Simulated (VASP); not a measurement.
# Si8NO14 (a cell with a defect) in VASP: further runs

Si8NO14 (a cell with a defect) is run at these levels: PBEsol; tasks: single point.

All numbers are computed with VASP 6.6.1; they aren't measurements. Logs are shortened: lines on timing, memory, paths and dates and some standing lists are left out, and cuts for length are marked.

## Step 1: The cell of the first run

The cell holds a defect, 23 atoms: a = 7.729 Å, b = 6.951 Å, c = 6.960 Å, α = 92.91°, β = 116.33°, γ = 87.81°.

## Step 2: Single point, PBEsol, collinear spin, ferromagnetic start

INCAR

```
SYSTEM = Si8NO14
ALGO     = Normal         ! electronic algorithm
EDIFF    = 1E-6           ! SCF threshold, eV
ENCUT    = 520            ! plane-wave cutoff, eV
GGA      = PS             ! functional
GGA_COMPAT= .False.      
ISIF     = 2              ! what is computed and relaxed
ISMEAR   = -1             ! smearing method
ISPIN    = 2              ! spin polarisation
LASPH    = .True.         ! aspherical terms in the spheres
LCHARG   = .True.         ! write CHGCAR
LELF     = .True.         ! ELF
LORBIT   = 11             ! projections on sites
LREAL    = .False.        ! projectors in reciprocal space
LVHAR    = .True.       
LWAVE    = .False.        ! write WAVECAR
MAGMOM   = 0 0 0 0 0 0 0 0 0 0 0 0.07 0 0 0 0 0.09 0 0 0.1 0 0 0.28 ! initial moments
NBANDS   = 82             ! bands
NELECT   = 119.0        
NELM     = 200            ! most SCF steps
PREC     = Accurate       ! precision mode
SIGMA    = 0.02           ! smearing width, eV
```

KPOINTS

```
k-points
0
Gamma
  2 2 2
  0 0 0
```

POSCAR

```
Si8NO14
1.0
   -5.6578710000     -5.2657200000      0.0000000000
    4.5381290000     -5.2657200000      0.0000000000
    2.0996240000      2.2758520000      6.2331600000
Si O N
8 14 1
Direct
    0.6990350840      0.5651432252      0.1995740523
    0.9337078799      0.3579315888      0.5883558259
    1.0017401776      0.3882322696      0.0610807359
    0.2868065121      0.4531770079      0.4885801102
    0.2904177322      0.0914583720      0.2872157942
    0.4756983040      0.8258769059      0.6147599292
    0.5078621335      0.8578707369      0.0420791380
    0.7163457988      0.9737946775      0.4279243594
    0.7524940027      0.8166494459      0.2455318009
    0.8796292687      0.1307198609      0.5203161799
    0.8002855842      0.4416699501      0.0768987159
    0.1678219941      0.5251682586      0.2419294547
    0.0810411817      0.1634941918      0.1128934601
    0.7453237117      0.4810557196      0.4255464323
    0.1284317643      0.4049102577      0.5703542024
    0.9643632384      0.4270531273      0.8227090272
    0.4021501113      0.2543552799      0.4750447606
    0.4505804490      0.6018032413      0.6382387104
    0.4714241445      0.6279732579      0.0473281610
    0.2826362525      0.8998582902      0.4063696424
    0.6776676092      0.8652034325      0.6025136528
    0.4821567422      0.9460921371      0.8262943675
    0.4766882475      0.0229466592      0.2169791887
```

Potentials or basis: VASP PAW PBE potentials, release 64 (Si, O, N).

Started as:

```
cat potpaw_PBE.64/Si/POTCAR potpaw_PBE.64/O/POTCAR potpaw_PBE.64/N/POTCAR > POTCAR
mpirun -np 1 vasp_std > vasp.out
```

OUTCAR:

```text
SYSTEM = Si8NO14
   EDIFF = 1E-6
   ENCUT = 520
   GGA = PS
   ISIF = 2
   ISMEAR = -1
   ISPIN = 2
   LASPH = .True.
   LORBIT = 11
   LREAL = .False.
   NELECT = 119.0
   NELM = 200
   PREC = Accurate

 ion  position               nearest neighbor table
   1  0.699  0.565  0.200-  14 1.59  11 1.60  19 1.66   9 1.79   7 2.47   2 2.92   3 3.09
   2  0.934  0.358  0.588-  16 1.59  15 1.61  14 1.64  10 1.64   1 2.92   3 3.09   8 3.09
   3  0.002  0.388  0.061-  16 1.59  12 1.64  11 1.64  13 1.65   4 2.83   5 2.93   2 3.09   1 3.09

   4  0.287  0.453  0.489-  18 1.60  15 1.61  17 1.64  12 1.64   5 2.82   3 2.83   6 2.92
   5  0.290  0.091  0.287-  13 1.61  20 1.62  17 1.63  23 1.76   4 2.82   6 2.83   3 2.93   8 3.08

   6  0.476  0.826  0.615-  18 1.60  21 1.63  22 1.64  20 1.64   5 2.83   7 2.87   4 2.92   8 2.94

   7  0.508  0.858  0.042-  22 1.58  19 1.64  23 1.72   9 1.81   1 2.47   8 2.55   6 2.87
   8  0.716  0.974  0.428-  10 1.58  21 1.60   9 1.74  23 1.81   7 2.55   6 2.94   5 3.08   2 3.09

   9  0.752  0.817  0.246-   8 1.74   1 1.79   7 1.81
  10  0.880  0.131  0.520-   8 1.58   2 1.64
  11  0.800  0.442  0.077-   1 1.60   3 1.64
  12  0.168  0.525  0.242-   3 1.64   4 1.64
  13  0.081  0.163  0.113-   5 1.61   3 1.65
  14  0.745  0.481  0.426-   1 1.59   2 1.64
  15  0.128  0.405  0.570-   2 1.61   4 1.61
  16  0.964  0.427  0.823-   3 1.59   2 1.59
  17  0.402  0.254  0.475-   5 1.63   4 1.64
  18  0.451  0.602  0.638-   6 1.60   4 1.60
  19  0.471  0.628  0.047-   7 1.64   1 1.66
  20  0.283  0.900  0.406-   5 1.62   6 1.64
  21  0.678  0.865  0.603-   8 1.60   6 1.63
  22  0.482  0.946  0.826-   7 1.58   6 1.64
  23  0.477  0.023  0.217-   7 1.72   5 1.76   8 1.81

  LATTYP: Found a triclinic cell.
 ALAT       =     6.9598999169
 B/A-ratio  =     1.1171330850
 C/A-ratio  =     0.9987834837
 COS(alpha) =     0.0074743512
 COS(beta)  =     0.0507558895
 COS(gamma) =     0.4541659106

  Lattice vectors:

 A1 = (  -2.0996240000,  -2.2758520000,  -6.2331600000)
 A2 = (   3.5582470000,   2.9898680000,  -6.2331600000)
 A3 = (   4.5381290000,  -5.2657200000,   0.0000000000)

Analysis of symmetry for initial positions (statically):
=====================================================================
 Subroutine PRICEL returns:
 Original cell was already a primitive cell.

 Routine SETGRP: Setting up the symmetry group for a
 triclinic supercell.

 Subroutine GETGRP returns: Found  1 space group operations
 (whereof  1 operations were pure point group operations)
 out of a pool of  2 trial point group operations.

The static configuration has the point symmetry C_1 .

Analysis of symmetry for dynamics (positions and initial velocities):
=====================================================================
 Subroutine PRICEL returns:
 Original cell was already a primitive cell.

 Routine SETGRP: Setting up the symmetry group for a
 triclinic supercell.

 Subroutine GETGRP returns: Found  1 space group operations
 (whereof  1 operations were pure point group operations)
 out of a pool of  2 trial point group operations.

The dynamic configuration has the point symmetry C_1 .

Analysis of structural, dynamic, and magnetic symmetry:
=====================================================================
 Subroutine PRICEL returns:
 Original cell was already a primitive cell.

 Routine SETGRP: Setting up the symmetry group for a
 triclinic supercell.

 Subroutine GETGRP returns: Found  1 space group operations
 (whereof  1 operations were pure point group operations)
 out of a pool of  2 trial point group operations.

The overall configuration has the point symmetry C_1 .

 Subroutine INISYM returns: Found  1 space group operations
 (whereof  1 operations are pure point group operations),
 and found     1 'primitive' translations

----------------------------------------------------------------------------------------

                                     Primitive cell

  volume of cell :     334.6539

  direct lattice vectors                    reciprocal lattice vectors
[... 81 lines left out ...]

 Found      8 irreducible k-points:

 Following reciprocal coordinates:
            Coordinates               Weight
  0.000000  0.000000  0.000000      1.000000
  0.500000  0.000000  0.000000      1.000000
  0.000000  0.500000 -0.000000      1.000000
  0.500000  0.500000  0.000000      1.000000
  0.000000  0.000000  0.500000      1.000000
  0.500000  0.000000  0.500000      1.000000
  0.000000  0.500000  0.500000      1.000000
  0.500000  0.500000  0.500000      1.000000
   k-points           NKPTS =      8   k-points in BZ     NKDIM =      8   number of bands    NBANDS=     82
   number of dos      NEDOS =    301   number of ions     NIONS =     23
   total plane-waves  NPLWV = 174960
   dimension x,y,z NGX =    60 NGY =   54 NGZ =   54
   dimension x,y,z NGXF=   120 NGYF=  108 NGZF=  108
   ions per type =               8  14   1
   NGX,Y,Z   is equivalent  to a cutoff of  12.91, 12.91, 12.90 a.u.
   NGXF,Y,Z  is equivalent  to a cutoff of  25.81, 25.83, 25.80 a.u.
 SYSTEM =  Si8NO14
   PREC   = accura    normal or accurate (medium, high low for compatibility)
   ISTART =      0    job   : 0-new  1-cont  2-samecut
   ICHARG =      2    charge: 1-file 2-atom 10-const
   ISPIN  =      2    spin polarized calculation?
   LNONCOLLINEAR =      F non collinear calculations
   LSORBIT =      F    spin-orbit coupling
   LASPH  =      T    aspherical Exc in radial PAW
   ENCUT  =  520.0 eV  38.22 Ry    6.18 a.u.  14.37 12.93 12.94*2*pi/ulx,y,z
   NELM   =    200;   NELMIN=  2; NELMDL= -5     # of ELM steps
   EDIFF  = 0.1E-05   stopping-criterion for ELM
   LREAL  =      F    real-space projection
   EDIFFG = 0.1E-04   stopping-criterion for IOM
   NSW    =      0    number of steps for IOM
   IBRION =     -1    ionic relax: 0-MD 1-quasi-New 2-CG
   NFREE  =      0    steps in history (QN), initial steepest desc. (CG)
   ISIF   =      2    stress and relaxation
   ISYM   =      2    0-nonsym 1-usesym 2-fastsym
   POTIM  = 0.5000    time-step for ionic-motion
   TEBEG  =    0.0;   TEEND  =   0.0 temperature during run
   PSTRESS=    0.0 pullay stress
   NELECT =     119.0000    total number of electrons
   NUPDOWN=      -1.0000    fix difference up-down
   EMIN   =  10.00;   EMAX   =-10.00  energy-range for DOS
   EFERMI =   0.00;   METHOD = LEGACY
   ISMEAR =    -1;   SIGMA  =   0.02  broadening in eV -4-tet -1-fermi 0-gaus
   EFERMI_NEDOS =   21; number of points for ismear=-14 and -15
   IALGO  =     38    algorithm
   IMIX   =      4    mixing-type and parameters
     AMIX     =   0.40;   BMIX     =  1.00
     AMIX_MAG =   1.60;   BMIX_MAG =  1.00
  volume/ion in A,a.u.               =      14.55        98.19
  Fermi-wavevector in a.u.,A,eV,Ry     =   1.159823  2.191748 18.302425  1.345190
  Thomas-Fermi vector in A             =   2.296412
   LORBIT       =     11    0 simple, 1 ext, 2 COOP (PROOUT), +10 PAW based schemes
   GGA     = PS    functional components
   LHFCALC =     F    Hartree Fock is set to
   AEXX    =    0.0000 exact exchange contribution
   IVDW    =     0    specifies the selected vdW correction
   LEPSILON=     F    determine dielectric tensor
   LRPA    =     F    only Hartree local field effects (RPA)
 spin polarized calculation
  energy-cutoff  :      520.00
  volume of cell :      334.65
 maximum number of plane-waves:      9026
 NGX is ok and might be reduce to    60
   NGX = 29   NGY = 25   NGZ = 25

 number of electron     119.0000008 magnetization       0.9993208

 Free energy of the ion-electron system (eV)
  ---------------------------------------------------
  ext. energy  EPLUGINS =         0.00000000
  ---------------------------------------------------
  free energy    TOTEN  =      -188.91138457 eV

  energy without entropy =     -188.90417376  energy(sigma->0) =     -188.90777917

 E-fermi :  -0.0151     XC(G=0):  -8.3517

 val. band max:       -0.0680983545   @ k =   0.5000   0.5000   0.5000
 cond. band min:      -0.0126477546   @ k =   0.0000   0.0000   0.5000
 fundamental gap:      0.0554505999
 Fermi energy:        -0.0150908020

 spin component 1

 k-point     1 :       0.0000    0.0000    0.0000
  band No.  band energies     occupation
      1     -20.1492      1.00000
      2     -19.2669      1.00000
      3     -18.9415      1.00000
      4     -18.5643      1.00000
      5     -18.4163      1.00000
      6     -18.1042      1.00000
[... 581 lines left out ...]
     70       8.9124      0.00000
     71       9.2442      0.00000
 Fermi energy:        -0.0150908020

 spin component 2

 k-point     1 :       0.0000    0.0000    0.0000
  band No.  band energies     occupation
      1     -20.1209      1.00000
      2     -19.1945      1.00000
      3     -18.8974      1.00000
      4     -18.5289      1.00000
      5     -18.3705      1.00000
      6     -18.0485      1.00000
[... 581 lines left out ...]
     70       8.9524      0.00000
     71       9.2851      0.00000
 [bands above 71 left out]

------------------------ aborting loop because EDIFF is reached ----------------------------------------

  FORCE on cell =-STRESS in cart. coord.  units (eV):
  Direction    XX          YY          ZZ          XY          YZ          ZX
  --------------------------------------------------------------------------------------
  -------------------------------------------------------------------------------------
  Total      -13.9294508    -11.3941633     -4.4207797     -3.2539172      3.7608402      1.5022169
  in kB      -66.6881567    -54.5503018    -21.1647719    -15.5783411     18.0052683      7.1919615
  external PRESSURE =     -47.4677435 kB  Pullay stress =       0.0000000 kB

 VOLUME and BASIS-vectors are now :
 -----------------------------------------------------------------------------
  energy-cutoff  :      520.00
  volume of cell :      334.65
      direct lattice vectors                 reciprocal lattice vectors
    -5.657871000 -5.265720000  0.000000000    -0.098077678 -0.084525792  0.063899280
     4.538129000 -5.265720000  0.000000000     0.098077678 -0.105381761  0.005439784
     2.099624000  2.275852000  6.233160000     0.000000000  0.000000000  0.160432269

 POSITION                                       TOTAL-FORCE (eV/Angst)
 -----------------------------------------------------------------------------------
     -0.97133     -6.20261      1.24398        -0.004780      0.006886     -0.028560
     -2.42313     -5.46240      3.66732        -0.016511     -0.002054      0.027574
      1.88025     -1.91447      0.38073         0.037296      0.017234     -0.062111
      1.45970     -2.78461      3.04540        -0.005868     -0.015431      0.075859
     -0.62505     -1.35719      1.79026        -0.109207     -0.034407     -0.055628
      2.34726     -5.45463      3.83190        -0.011683     -0.014848      0.042770
[... 15 lines left out ...]
      3.30041     -5.64023      5.15042         0.016101     -0.044735     -0.055029
     -2.13733     -2.13713      1.35247         0.033955      0.016764      0.003151
 -----------------------------------------------------------------------------------
    total drift:                               -0.000568     -0.000620     -0.000448

  FREE ENERGIE OF THE ION-ELECTRON SYSTEM (eV)
  ---------------------------------------------------
  free  energy   TOTEN  =      -188.9113845739 eV

  energy  without entropy=     -188.9041737638  energy(sigma->0) =     -188.90777917

 total charge

# of ion       s       p       d       tot
------------------------------------------
    1        0.650   0.964   0.000   1.613
    2        0.636   0.982   0.000   1.618
    3        0.642   0.979   0.000   1.621
    4        0.649   0.995   0.000   1.643
    5        0.660   0.990   0.000   1.650
    6        0.651   0.991   0.000   1.642
[... 15 lines left out ...]
   22        1.558   3.636   0.000   5.195
   23        1.235   2.592   0.000   3.827
--------------------------------------------------
tot         28.186  61.231   0.000  89.418

 magnetization (x)

# of ion       s       p       d       tot
------------------------------------------
    1       -0.000  -0.000   0.000  -0.001
    2       -0.000  -0.001   0.000  -0.001
    3       -0.001  -0.002   0.000  -0.002
    4       -0.001  -0.003   0.000  -0.004
    5       -0.003  -0.006   0.000  -0.008
    6       -0.000   0.000   0.000   0.000
[... 15 lines left out ...]
   22        0.001   0.013   0.000   0.013
   23        0.010   0.279   0.000   0.289
--------------------------------------------------
tot          0.008   0.757   0.000   0.765
```

Run time: 17 min. Hardware: 1 thread of Intel Xeon Platinum 8488C (Sapphire Rapids), shared host; peak memory 0.71 GiB.

What came out:

```
Free energy                                           : -188.9114 eV
Largest force                                         : 0.127 eV/Å
Net moment                                            : 1.00 μB per cell
Site moments                                          : Si -0.00, -0.01, +0.00 (each value once); O +0.01, +0.03, +0.08, +0.02, +0.04, +0.10, +0.11 (each value once); N +0.29 μB
Valence electrons inside the program's atomic spheres : Si 1.61, 1.62, 1.64, 1.65, 1.59 (each value once); O 5.13, 5.20, 5.16, 5.17, 5.21, 5.24, 5.22, 5.19 (each value once); N 3.83
```

Forces on the atoms (eV/Å):
```
Si  -0.005  0.007 -0.029
Si  -0.017 -0.002  0.028
Si   0.037  0.017 -0.062
Si  -0.006 -0.015  0.076
Si  -0.109 -0.034 -0.056
Si  -0.012 -0.015  0.043
Si   0.109 -0.026  0.018
Si   0.002 -0.021 -0.043
O   -0.032 -0.016  0.022
O    0.008 -0.046  0.015
O   -0.034 -0.002 -0.007
O    0.023 -0.049 -0.007
O    0.012  0.026 -0.026
O    0.013  0.024  0.033
O   -0.002 -0.009 -0.011
O    0.002  0.003  0.003
O   -0.029 -0.022  0.037
O   -0.018  0.007  0.029
O    0.013  0.106 -0.037
O    0.006  0.065 -0.008
O   -0.011  0.029  0.037
O    0.016 -0.045 -0.055
N    0.034  0.017  0.003
```

Caveat: the k points lie up to 0.50 Å⁻¹ apart; the cell carries a net charge on a neutralising background, which shifts energy and pressure; the cell is charged against a uniform background, so pressure and absolute levels hang on convention; the PAW data sets were made with another functional, which shifts forces and pressure a little.

(Continued in part 2 of 2.)
